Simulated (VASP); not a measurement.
# Al4BSbP2 (I-42m) in VASP: relaxation of cell and atoms with PBE

Aim: the relaxation of cell and atoms of Al4BSbP2 with PBE.

All numbers are computed with VASP 6.6.1; they aren't measurements. Logs are shortened: lines on timing, memory, paths and dates and some standing lists are left out, and cuts for length are marked.

### 1 The cell of the first run

It takes space group I-42m (No. 121, tetragonal). Conventional cell: a = 5.314 Å, b = 5.314 Å, c = 11.825 Å, α = 90.00°, β = 90.00°, γ = 90.00°. Within 2.9 Å of Al (site symmetry m) lie 1 B at 2.16 Å and 2 P at 2.38 Å and 1 Sb at 2.71 Å. B (site symmetry -42m) has 4 Al at 2.16 Å within 2.9 Å. Sb (site symmetry -42m) has 4 Al at 2.71 Å within 3.6 Å. Within 3.1 Å of P (site symmetry -4) lie 4 Al at 2.38 Å.

### 2 Relaxation of cell and atoms, PBE

INCAR

```
ALGO = Fast ; EDIFF = 1E-6
EDIFFG = -0.001 ; ENCUT = 600
GGA = PE ; IBRION = 2
ISIF = 3 ; ISMEAR = 0
LASPH = True ; LCHARG = False
LREAL = False ; LWAVE = False
NELM = 80 ; NSW = 80
PREC = Accurate ; SIGMA = 0.1
```

KPOINTS

```
k-points
0
Gamma
  8 8 8
```

POSCAR

```
Al4BSbP2
1.0
   -2.6567747472      2.6567747472      5.9122788586
    2.6567747472     -2.6567747472      5.9122788586
    2.6567747472      2.6567747472     -5.9122788586
Al B Sb P
4 1 1 2
Direct
    0.1678618025      0.1678618025      0.5956131291
    0.8321381975      0.4277513265      0.0000000000
    0.5722486735      0.5722486735      0.4043868709
    0.4277513265      0.8321381975      0.0000000000
    0.5000000000      0.5000000000      0.0000000000
    0.0000000000      0.0000000000      0.0000000000
    0.7500000000      0.2500000000      0.5000000000
    0.2500000000      0.7500000000      0.5000000000
```

Potentials or basis: VASP PAW PBE potentials, release 64 (Al, B, Sb, P).

Launch:

```console
$ cat potpaw_PBE.64/Al/POTCAR potpaw_PBE.64/B/POTCAR potpaw_PBE.64/Sb/POTCAR potpaw_PBE.64/P/POTCAR > POTCAR
$ mpirun -np 1 vasp_std > vasp.out
```

OUTCAR:

```text
EDIFF = 1E-6
   EDIFFG = -0.001
   ENCUT = 600
   GGA = PE
   IBRION = 2
   ISIF = 3
   ISMEAR = 0
   LASPH = True
   LREAL = False
   NELM = 80
   NSW = 80
   PREC = Accurate

 ion  position               nearest neighbor table
   1  0.168  0.168  0.596-   5 2.16   7 2.38   8 2.38   6 2.71   3 3.04
   2  0.832  0.428  0.000-   5 2.16   7 2.38   8 2.38   6 2.71   4 3.04
   3  0.572  0.572  0.404-   5 2.16   7 2.38   8 2.38   6 2.71   1 3.04
   4  0.428  0.832  0.000-   5 2.16   8 2.38   7 2.38   6 2.71   2 3.04
   5  0.500  0.500  0.000-   3 2.16   2 2.16   4 2.16   1 2.16
   6  0.000  0.000  0.000-   3 2.71   4 2.71   2 2.71   1 2.71
   7  0.750  0.250  0.500-   1 2.38   2 2.38   4 2.38   3 2.38
   8  0.250  0.750  0.500-   1 2.38   4 2.38   2 2.38   3 2.38

  LATTYP: Found a body centered tetragonal cell.
 ALAT       =     5.3135494944
 C/A-ratio  =     2.2253594757

  Lattice vectors:

 A1 = (  -2.6567747472,   2.6567747472,   5.9122788586)
 A2 = (   2.6567747472,  -2.6567747472,   5.9122788586)
 A3 = (   2.6567747472,   2.6567747472,  -5.9122788586)

Analysis of symmetry for initial positions (statically):
=====================================================================
 Subroutine PRICEL returns:
 Original cell was already a primitive cell.

 Routine SETGRP: Setting up the symmetry group for a
 body centered tetragonal supercell.

 Subroutine GETGRP returns: Found  8 space group operations
 (whereof  8 operations were pure point group operations)
 out of a pool of 16 trial point group operations.

The static configuration has the point symmetry D_2d.

Analysis of symmetry for dynamics (positions and initial velocities):
=====================================================================
 Subroutine PRICEL returns:
 Original cell was already a primitive cell.

 Routine SETGRP: Setting up the symmetry group for a
 body centered tetragonal supercell.

 Subroutine GETGRP returns: Found  8 space group operations
 (whereof  8 operations were pure point group operations)
 out of a pool of 16 trial point group operations.

The dynamic configuration has the point symmetry D_2d.

 Subroutine INISYM returns: Found  8 space group operations
 (whereof  8 operations are pure point group operations),
 and found     1 'primitive' translations

----------------------------------------------------------------------------------------

                                     Primitive cell

  volume of cell :     166.9261

  direct lattice vectors                    reciprocal lattice vectors
    -2.656774747  2.656774747  5.912278859     0.000000000  0.188198115  0.084569759
     2.656774747 -2.656774747  5.912278859     0.188198115  0.000000000  0.084569759
     2.656774747  2.656774747 -5.912278859     0.188198115  0.188198115  0.000000000

  length of vectors
     7.005137073  7.005137073  7.005137073     0.206326379  0.206326379  0.266152327

  position of ions in fractional coordinates (direct lattice)
     0.167861802  0.167861802  0.595613129
     0.832138198  0.427751327  0.000000000
     0.572248673  0.572248673  0.404386871
     0.427751327  0.832138198  0.000000000
     0.500000000  0.500000000  0.000000000
     0.000000000  0.000000000  0.000000000
     0.750000000  0.250000000  0.500000000
     0.250000000  0.750000000  0.500000000

  ion indices of the primitive-cell ions
   primitive index   ion index
                 1           1
                 2           2
                 3           3
                 4           4
                 5           5
                 6           6
                 7           7
                 8           8

----------------------------------------------------------------------------------------

 KPOINTS: k-points

Automatic generation of k-mesh.
 Grid dimensions read from file:
 generate k-points for:    8    8    8

 Generating k-lattice:

  Cartesian coordinates                     Fractional coordinates (reciprocal lattice)
     0.000000000  0.023524764  0.010571220     0.125000000  0.000000000  0.000000000
     0.023524764  0.000000000  0.010571220     0.000000000  0.125000000  0.000000000
     0.023524764  0.023524764  0.000000000     0.000000000  0.000000000  0.125000000

  Length of vectors
     0.025790797  0.025790797  0.033269041

  Shift w.r.t. Gamma in fractional coordinates (k-lattice)
     0.000000000  0.000000000  0.000000000

 Subroutine IBZKPT returns following result:
 ===========================================

 Found     59 irreducible k-points:

 Following reciprocal coordinates:
            Coordinates               Weight
  0.000000  0.000000  0.000000      1.000000
  0.125000  0.000000  0.000000      8.000000
  0.250000  0.000000  0.000000      8.000000
  0.375000  0.000000 -0.000000      8.000000
  0.500000  0.000000  0.000000      4.000000
  0.125000  0.125000  0.000000      8.000000
[... 16 lines left out ...]
  0.250000  0.125000  0.125000     16.000000
  0.375000  0.125000  0.125000      8.000000
 [... further k-points ...]
   k-points           NKPTS =     59   k-points in BZ     NKDIM =     59   number of bands    NBANDS=     20
   number of dos      NEDOS =    301   number of ions     NIONS =      8
   total plane-waves  NPLWV = 175616
   dimension x,y,z NGX =    56 NGY =   56 NGZ =   56
   dimension x,y,z NGXF=   112 NGYF=  112 NGZF=  112
   ions per type =               4   1   1   2
   NGX,Y,Z   is equivalent  to a cutoff of  13.29, 13.29, 13.29 a.u.
   NGXF,Y,Z  is equivalent  to a cutoff of  26.58, 26.58, 26.58 a.u.
 SYSTEM =  unknown system
   PREC   = accura    normal or accurate (medium, high low for compatibility)
   ISTART =      0    job   : 0-new  1-cont  2-samecut
   ICHARG =      2    charge: 1-file 2-atom 10-const
   ISPIN  =      1    spin polarized calculation?
   LNONCOLLINEAR =      F non collinear calculations
   LSORBIT =      F    spin-orbit coupling
   LASPH  =      T    aspherical Exc in radial PAW
   ENCUT  =  600.0 eV  44.10 Ry    6.64 a.u.  13.99 13.99 13.99*2*pi/ulx,y,z
   NELM   =     80;   NELMIN=  2; NELMDL= -5     # of ELM steps
   EDIFF  = 0.1E-05   stopping-criterion for ELM
   LREAL  =      F    real-space projection
   EDIFFG = -.1E-02   stopping-criterion for IOM
   NSW    =     80    number of steps for IOM
   IBRION =      2    ionic relax: 0-MD 1-quasi-New 2-CG
   NFREE  =      1    steps in history (QN), initial steepest desc. (CG)
   ISIF   =      3    stress and relaxation
   ISYM   =      2    0-nonsym 1-usesym 2-fastsym
   POTIM  = 0.5000    time-step for ionic-motion
   TEBEG  =    0.0;   TEEND  =   0.0 temperature during run
   PSTRESS=    0.0 pullay stress
   NELECT =      30.0000    total number of electrons
   NUPDOWN=      -1.0000    fix difference up-down
   EMIN   =  10.00;   EMAX   =-10.00  energy-range for DOS
   EFERMI =   0.00;   METHOD = LEGACY
   ISMEAR =     0;   SIGMA  =   0.10  broadening in eV -4-tet -1-fermi 0-gaus
   EFERMI_NEDOS =   21; number of points for ismear=-14 and -15
   IALGO  =     68    algorithm
   IMIX   =      4    mixing-type and parameters
     AMIX     =   0.40;   BMIX     =  1.00
     AMIX_MAG =   1.60;   BMIX_MAG =  1.00
  volume/ion in A,a.u.               =      20.87       140.81
  Fermi-wavevector in a.u.,A,eV,Ry     =   0.923862  1.745846 11.612859  0.853521
  Thomas-Fermi vector in A             =   2.049545
   LORBIT       =      0    0 simple, 1 ext, 2 COOP (PROOUT), +10 PAW based schemes
   GGA     = PE    functional components
   LHFCALC =     F    Hartree Fock is set to
   AEXX    =    0.0000 exact exchange contribution
   IVDW    =     0    specifies the selected vdW correction
   LEPSILON=     F    determine dielectric tensor
   LRPA    =     F    only Hartree local field effects (RPA)
 conjugate gradient relaxation of ions
 non-spin polarized calculation
 RMM-DIIS sequential band-by-band and
 Gauss-broadening in eV      SIGMA  =   0.10
  energy-cutoff  :      600.00
  volume of cell :      166.93
 maximum number of plane-waves:      5597
   NGX = 27   NGY = 27   NGZ = 27

--------------------------------------- Ionic step        1  -------------------------------------------

 number of electron      29.9999999 magnetization

 Free energy of the ion-electron system (eV)
  ---------------------------------------------------
  ext. energy  EPLUGINS =         0.00000000
  ---------------------------------------------------
  free energy    TOTEN  =       -37.39407566 eV

  energy without entropy =      -37.37548511  energy(sigma->0) =      -37.38478039

------------------------ aborting loop because EDIFF is reached ----------------------------------------

  FORCE on cell =-STRESS in cart. coord.  units (eV):
  Direction    XX          YY          ZZ          XY          YZ          ZX
  --------------------------------------------------------------------------------------
  -------------------------------------------------------------------------------------
  Total        0.0000912      0.0000912     -0.0090783      0.0000000     -0.0000000      0.0000000
  in kB        0.0008758      0.0008758     -0.0871342      0.0000000     -0.0000000      0.0000000
  external PRESSURE =      -0.0284609 kB  Pullay stress =       0.0000000 kB
[... 153 lines left out ...]
  energy  without entropy=      -37.3755789013  energy(sigma->0) =      -37.38487368

--------------------------------------- Ionic step        5  -------------------------------------------

 number of electron      29.9999999 magnetization

 Free energy of the ion-electron system (eV)
  ---------------------------------------------------
  ext. energy  EPLUGINS =         0.00000000
  ---------------------------------------------------
  free energy    TOTEN  =       -37.39416823 eV

  energy without entropy =      -37.37558015  energy(sigma->0) =      -37.38487419

 E-fermi :   4.8771     XC(G=0):  -9.2246

 val. band max:        4.8651921881   @ k =   0.3750   0.1250  -0.0000
 cond. band min:       4.8876119303   @ k =   0.3750   0.1250   0.1250
 fundamental gap:      0.0224197422
 Fermi energy:         4.8770790215

 k-point     1 :       0.0000    0.0000    0.0000
  band No.  band energies     occupation
      1      -6.5757      2.00000
      2      -4.5291      2.00000
      3      -3.9348      2.00000
      4      -1.7713      2.00000
      5      -1.0185      2.00000
      6       0.0337      2.00000
[... 12 lines left out ...]
     19       8.2620      0.00000
[... 513 lines left out ...]
      4      -2.7553      2.00000
      5      -0.6229      2.00000
      6      -0.2285      2.00000
[... 12 lines left out ...]
     19       8.7575      0.00000
     20       8.7618      0.00000

 [... further k-points ...]

------------------------ aborting loop because EDIFF is reached ----------------------------------------

  FORCE on cell =-STRESS in cart. coord.  units (eV):
  Direction    XX          YY          ZZ          XY          YZ          ZX
  --------------------------------------------------------------------------------------
  -------------------------------------------------------------------------------------
  Total       -0.0071875     -0.0071875     -0.0055365      0.0000000      0.0000000      0.0000000
  in kB       -0.0689863     -0.0689863     -0.0531401      0.0000000      0.0000000      0.0000000
  external PRESSURE =      -0.0637043 kB  Pullay stress =       0.0000000 kB
[... 23 lines left out ...]
  FREE ENERGIE OF THE ION-ELECTRON SYSTEM (eV)
  ---------------------------------------------------
  free  energy   TOTEN  =       -37.3941682323 eV

  energy  without entropy=      -37.3755801547  energy(sigma->0) =      -37.38487419

 reached required accuracy - stopping structural energy minimisation
```

Run time: 19 min. Hardware: 1 thread of Oxide Virtual Turin-like, shared host; peak memory 0.61 GiB.

What came out:

| Item | Value |
| --- | --- |
| Free energy | -37.3942 eV |
| Energy gained by relaxing | 0.0 meV/atom |
| Ionic steps | 5 |
| Pressure after relaxing | 0.0 GPa |
| Band gap on the k mesh | zero (bands 15 and 16 overlap by 1.49 eV) |

Final structure:
```
CELL_PARAMETERS angstrom
-2.65679 2.65679 5.91222
2.65679 -2.65679 5.91222
2.65679 2.65679 -5.91222
ATOMIC_POSITIONS crystal
Al 0.16799 0.16799 0.59609
Al 0.83201 0.42810 0.00000
Al 0.57190 0.57190 0.40391
Al 0.42810 0.83201 0.00000
B 0.50000 0.50000 0.00000
Sb 0.00000 0.00000 0.00000
P 0.75000 0.25000 0.50000
P 0.25000 0.75000 0.50000
```

Caveat: spin-orbit coupling is left out, which moves the levels of the heavy elements.

The gap in the log of VASP goes by the Fermi energy; the results here count the filled bands.